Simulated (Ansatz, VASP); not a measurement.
## Cs: VASP beside Ansatz

```
Cs
1.0
    -3.14340    3.14340    3.14340
     3.14340   -3.14340    3.14340
     3.14340    3.14340   -3.14340
Cs
1
Direct
  0.00000 0.00000 0.00000
```

Change from the starting cell: strain +0.040 along x and y, +0.040 along z, atoms carried along.

Alike in both runs: task single point; functional PBE; k mesh 12 × 12 × 12; occupations gaussian, width 0.15 eV; no spin polarisation.

|  | VASP | Ansatz |
| --- | --- | --- |
| version | VASP 6.6.1 | Ansatz 0.2.0 |
| potentials or method | VASP PAW PBE potentials, release 64 (Cs_sv), cutoff 520 eV | scalar-relativistic, plane waves, PAW |
| valence electrons in the cell | 9 | 9 |

|  | VASP | Ansatz | Ansatz less VASP |
| --- | --- | --- | --- |
| gap on the k mesh at the Fermi level (eV) | none | none | - |
| pressure (GPa) | -0.1 | -0.1 | +0.01 |

A gap of «none» marks a metal or a gap that the smearing closes. With one functional, cell and mesh, what is left measures potentials, basis and numerics.

Spin-orbit coupling is off throughout.
